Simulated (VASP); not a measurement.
Wanted: the native input for a VASP 6.6.1 run.

| Quantity | Value |
| --- | --- |
| Task | single point |
| Functional | PBE |
| Dispersion | D3(BJ) |
| Potentials or basis | VASP PAW PBE potentials, release 64 (K_sv, Ge_d) |
| Cutoff | 520 eV |
| k mesh | 6 × 6 × 6 |
| Occupations | gaussian, width 0.1 eV |
| Spin | no spin polarisation |
| Dipole correction | no |
| Further INCAR settings | ALGO = Normal; EDIFF = 1e-06; NBANDS = 26 |

The structure of KGe2 lies in POSCAR:

```
KGe2
1.0
   -1.7224966611      1.7224966611      6.1273830119
    1.7224966611     -1.7224966611      6.1273830119
    1.7224966611      1.7224966611     -6.1273830119
K Ge
1 2
Direct
    0.0000000000      0.0000000000      0.0000000000
    0.6997151971      0.6997151971      0.0000000000
    0.3002848029      0.3002848029      0.0000000000
```

The input as run:

INCAR

```
PREC     = Accurate       # precision mode
ENCUT    = 520            # plane-wave cutoff, eV
EDIFF    = 1E-6           # SCF threshold, eV
ISMEAR   = 0              # smearing method
SIGMA    = 0.1            # smearing width, eV
LREAL    = False          # projectors in reciprocal space
LASPH    = True           # aspherical terms in the spheres
NELM     = 80             # most SCF steps
ALGO     = Normal         # electronic algorithm
ISIF     = 2              # what is computed and relaxed
LWAVE    = False          # write WAVECAR
LCHARG   = True           # write CHGCAR
GGA      = PE             # functional
IVDW     = 12             # dispersion correction
LELF     = True           # ELF
LVHAR    = True         
NBANDS   = 26             # bands
```

KPOINTS

```
regular mesh
0
Gamma
  6 6 6
```

Potentials or basis: VASP PAW PBE potentials, release 64 (K_sv, Ge_d).

Command:

```bash
$ cat potpaw_PBE.64/K_sv/POTCAR potpaw_PBE.64/Ge_d/POTCAR > POTCAR
$ mpirun -np 1 vasp_std > vasp.out
```

Results of the run:

* Pressure: 0.0 GPa
* Largest force: 0.043 eV/Å
* Band gap on the k mesh: zero (an odd number of electrons rules out a gap without spin polarisation)
* Dispersion energy per atom: -0.290 eV

Wall time 2.8 min on 1 thread of Intel(R) Xeon(R) Platinum 8488C (Sapphire Rapids) (shared host), peak memory 0.35 GiB.
